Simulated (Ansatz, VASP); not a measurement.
PbO2: VASP beside Ansatz

File INCAR:

```
SYSTEM = PbO2
ALGO = Normal
EDIFF = 1E-6
ENCUT = 520
GGA = PS
ISIF = 2
ISMEAR = 0
LASPH = .True.
LCHARG = .True.
LELF = .True.
LREAL = .False.
LVHAR = .True.
LWAVE = .False.
NBANDS = 20
NELM = 80
PREC = Accurate
SIGMA = 0.1
```

KPOINTS

```
k-points
0
Gamma
  14 14 14
  0 0 0
```

File POSCAR:

```
PbO2
1.0
    0.0000000000      2.5530921618      2.5530921618
    2.5530921618      0.0000000000      2.5530921618
    2.5530921618      2.5530921618      0.0000000000
Pb O
1 2
Direct
    0.0000000000      0.0000000000      0.0000000000
    0.2500000000      0.2500000000      0.2500000000
    0.7500000000      0.7500000000      0.7500000000
```

Input for Ansatz:

```yaml
crystal:
  lattice:
    - [0.0, 2.5530921618, 2.5530921618]
    - [2.5530921618, 0.0, 2.5530921618]
    - [2.5530921618, 2.5530921618, 0.0]
  atoms:
    - { symbol: Pb, position: [0.0, 0.0, 0.0] }
    - { symbol: O, position: [0.25, 0.25, 0.25] }
    - { symbol: O, position: [0.75, 0.75, 0.75] }
basis:
  ecutwfc: 420
kpoints:
  mp_grid: { grid: [14, 14, 14] }
hamiltonian:
  xc: pbesol
scf:
  occupations: { method: gaussian, width: 0.1 }
output:
  forces: true
  stress: true
  eigenvalues: true
```

Alike in both runs: task single point; functional PBEsol; k mesh 14 × 14 × 14; occupations gaussian, width 0.1 eV; no spin polarisation.

```csv
,VASP,Ansatz
version,VASP 6.6.1,Ansatz 0.2.0
potentials or method,"VASP PAW PBE potentials, release 64 (Pb_d, O), cutoff 520 eV","scalar-relativistic, plane waves, PAW"
valence electrons in the cell,26,26
```

Ansatz gave:

```
gap on the k mesh at the Fermi level (eV) : none
pressure (GPa)                            : 27.0
```

Problem. Which values does VASP return?

Solution. gap on the k mesh at the Fermi level (eV): none; pressure (GPa): 27.5.

VASP's potentials were made for PBE, not for PBEsol. A gap of «none» marks a metal or a gap that the smearing closes. With one functional, cell and mesh, what is left measures potentials, basis and numerics.

Neither program's run includes spin-orbit coupling.
